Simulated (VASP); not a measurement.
Here is a VASP 6.6.1 calculation.

INCAR

```
ALGO = Normal ; EDIFF = 1E-7
ENCUT = 520 ; GGA = RP
ISIF = 2 ; ISMEAR = -1
LASPH = T ; LCHARG = T
LELF = T ; LREAL = F
LVHAR = T ; LWAVE = F
NBANDS = 17 ; NELM = 60
PREC = Accurate ; SIGMA = 0.05
```

File KPOINTS:

```
k-points
0
Gamma
  8 8 7
```

File POSCAR:

```
PbS
1.0
    4.1550815453      0.0000000000      0.0000000000
   -2.0775407726      3.5984061730      0.0000000000
    0.0000000000      0.0000000000      3.8201986074
Pb S
1 1
Direct
    0.0000000000      0.0000000000      0.0000000000
    0.6666666667      0.3333333333      0.5000000000
```

Potentials or basis: VASP PAW PBE potentials, release 64 (Pb_d, S).

Launch:

```bash
$ cat potpaw_PBE.64/Pb_d/POTCAR potpaw_PBE.64/S/POTCAR > POTCAR
$ mpirun -np 1 vasp_std > vasp.out
```

Question: Predict the band gap on the k mesh.

Answer: 0.47 eV, indirect (least direct gap 1.68 eV).

Question: Estimate the pressure.

Answer: -0.1 GPa.

Caveat: the PAW data sets were made with another functional, which shifts forces and pressure a little; spin-orbit coupling is left out, which moves the levels of the heavy elements. A k mesh can miss the band edges.
